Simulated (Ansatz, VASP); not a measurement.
One calculation of TaC, two programs

INCAR

```
ALGO = Normal
EDIFF = 1E-6
ENCUT = 600
GGA = PS
GGA_COMPAT = False
ISIF = 2
ISMEAR = 0
IVDW = 12
LASPH = True
LCHARG = True
LELF = True
LREAL = False
LVHAR = True
LWAVE = False
NBANDS = 14
NELM = 120
PREC = Accurate
SIGMA = 0.05
```

Contents of KPOINTS:

```
k-points
0
Gamma
  10 10 10
```

Contents of POSCAR:

```
TaC
1.0
    0.0000000000      2.2048869653      2.2048869653
    2.2048869653      0.0000000000      2.2048869653
    2.2048869653      2.2048869653      0.0000000000
Ta C
1 1
Direct
    0.0000000000      0.0000000000      0.0000000000
    0.5000000000      0.5000000000      0.5000000000
```

Input for Ansatz:

```yaml
crystal:
  lattice:
    - [0.0, 2.2048869653, 2.2048869653]
    - [2.2048869653, 0.0, 2.2048869653]
    - [2.2048869653, 2.2048869653, 0.0]
  atoms:
    - { symbol: Ta, position: [0.0, 0.0, 0.0] }
    - { symbol: C, position: [0.5, 0.5, 0.5] }
basis:
  ecutwfc: 420
  ecutrho_ratio: 4
kpoints:
  mp_grid: { grid: [10, 10, 10] }
hamiltonian:
  xc: pbesol
  dispersion: d3bj
scf:
  occupations: { method: gaussian, width: 0.05 }
output:
  forces: true
  stress: true
  eigenvalues: true
```

Alike in both runs: task single point; functional PBEsol; dispersion D3(BJ); k mesh 10 × 10 × 10; occupations gaussian, width 0.05 eV; no spin polarisation.

|  | VASP | Ansatz |
| --- | --- | --- |
| version | VASP 6.6.1 | Ansatz 0.2.0 |
| potentials or method | VASP PAW PBE potentials, release 64 (Ta_pv, C), cutoff 600 eV | scalar-relativistic, plane waves, PAW |
| valence electrons in the cell | 15 | 17 |

```csv
,VASP,Ansatz,Ansatz less VASP
gap on the k mesh at the Fermi level (eV),none,none,-
pressure (GPa),0.9,0.1,-0.85
```

VASP's potentials were made for PBE, not for PBEsol. A gap of «none» marks a metal or a gap that the smearing closes. VASP's potentials hold 15 valence electrons a cell and Ansatz's 17, so a difference there can come from the potentials and not from the codes.

Spin-orbit coupling is off throughout.
